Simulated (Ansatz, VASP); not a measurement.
One calculation of C, two programs

INCAR

```
ALGO     = Normal         # electronic algorithm
EDIFF    = 1E-7           # SCF threshold, eV
ENCUT    = 520            # plane-wave cutoff, eV
GGA      = RP             # functional
ISIF     = 2              # what is computed and relaxed
ISMEAR   = -1             # smearing method
LASPH    = T              # aspherical terms in the spheres
LCHARG   = T              # write CHGCAR
LELF     = T              # ELF
LREAL    = F              # projectors in reciprocal space
LVHAR    = T            
LWAVE    = F              # write WAVECAR
NBANDS   = 16             # bands
NELM     = 100            # most SCF steps
PREC     = Accurate       # precision mode
SIGMA    = 0.05           # smearing width, eV
```

File KPOINTS:

```
k-points
0
Gamma
  13 13 7
```

POSCAR

```
C
1.0
    2.5237898967      0.0000000000      0.0000000000
   -1.2618949483      2.1856661644      0.0000000000
    0.0000000000      0.0000000000      4.1989960551
C
4
Direct
    0.3333333333      0.6666666667      0.0626895848
    0.6666666667      0.3333333333      0.5626895848
    0.3333333333      0.6666666667      0.4373104152
    0.6666666667      0.3333333333      0.9373104152
```

Input for Ansatz:

```yaml
crystal:
  lattice:
    - [2.5237898967, 0.0, 0.0]
    - [-1.2618949483, 2.1856661644, 0.0]
    - [0.0, 0.0, 4.1989960551]
  atoms:
    - { symbol: C, position: [0.3333333333, 0.6666666667, 0.0626895848] }
    - { symbol: C, position: [0.6666666667, 0.3333333333, 0.5626895848] }
    - { symbol: C, position: [0.3333333333, 0.6666666667, 0.4373104152] }
    - { symbol: C, position: [0.6666666667, 0.3333333333, 0.9373104152] }
hamiltonian:
  xc: rpbe
  pseudopotentials:
    kind: paw
    azcp:
      C: "pseudopotentials/C.paw.azcp"
basis:
  ecutwfc: 420
  fft_grid_basis: typed
kpoints:
  mp_grid: { grid: [13, 13, 7], shift: [0, 0, 0] }
magnetization:
  spin_polarized: false
scf:
  occupations: { method: fermi_dirac, width: 0.05 }
output:
  write_density: true
  write_potential: true
  elf: true
  volumetric_format: npy
```

Alike in both runs: task single point; functional RPBE; k mesh 13 × 13 × 7; occupations fermi-dirac, width 0.05 eV; no spin polarisation.

```csv
,VASP,Ansatz
version,VASP 6.6.1,Ansatz 0.2.0
potentials or method,"VASP PAW PBE potentials, release 64 (C), cutoff 520 eV","plane waves (420 eV) with PAW, scalar-relativistic"
valence electrons in the cell,16,16
```

Ansatz gave:

| Item | Value |
| --- | --- |
| gap on the k mesh at the Fermi level (eV) | 3.59 |

**Question.** Which values does VASP return?

**Answer.** gap on the k mesh at the Fermi level (eV): 3.57.

VASP's potentials were made for PBE, not for RPBE. With one functional, cell and mesh, what is left measures potentials, basis and numerics.
